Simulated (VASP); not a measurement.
Wanted: the native input for a VASP 6.6.1 run.

```yaml
Task: single point
Functional: PBE
Potentials_or_basis: VASP PAW PBE potentials, release 64 (Zr_sv)
Cutoff: 520 eV
k_mesh: 10 × 10 × 10
Occupations: fermi-dirac, width 0.1 eV
Spin: no spin polarisation
Dipole_correction: no
Further_INCAR_settings: ALGO = Normal; EDIFF = 1e-06; NBANDS = 19
```

The structure of Zr lies in POSCAR:

```
Zr
1.0
    0.0000000000      3.1856932344      3.1856932344
    3.1856932344      0.0000000000      3.1856932344
    3.1856932344      3.1856932344      0.0000000000
Zr
2
Direct
    0.1250000000      0.1250000000      0.1250000000
    0.8750000000      0.8750000000      0.8750000000
```

This cell differs from its parent crystal: volume scaled by 1.04.

One way to write it, as run:

INCAR

```
PREC = Accurate
ENCUT = 520
EDIFF = 1E-6
ISMEAR = -1
SIGMA = 0.1
LREAL = False
LASPH = True
NELM = 60
ALGO = Normal
ISIF = 2
LWAVE = False
LCHARG = False
GGA = PE
NBANDS = 19
```

KPOINTS

```
Automatic mesh
0
Gamma
  10 10 10
```

Potentials or basis: VASP PAW PBE potentials, release 64 (Zr_sv).

Launch:

```bash
$ cat potpaw_PBE.64/Zr_sv/POTCAR > POTCAR
$ mpirun -np 1 vasp_std > vasp.out
```

It gave:

```
Pressure               : -1.2 GPa
Band gap on the k mesh : zero (band 12 reaches 5.28 eV, above the bottom of band 13 at 5.11 eV)
```

It took 82 s on 1 thread of Intel Xeon 6975P-C, on a shared host, peak memory 0.22 GiB.
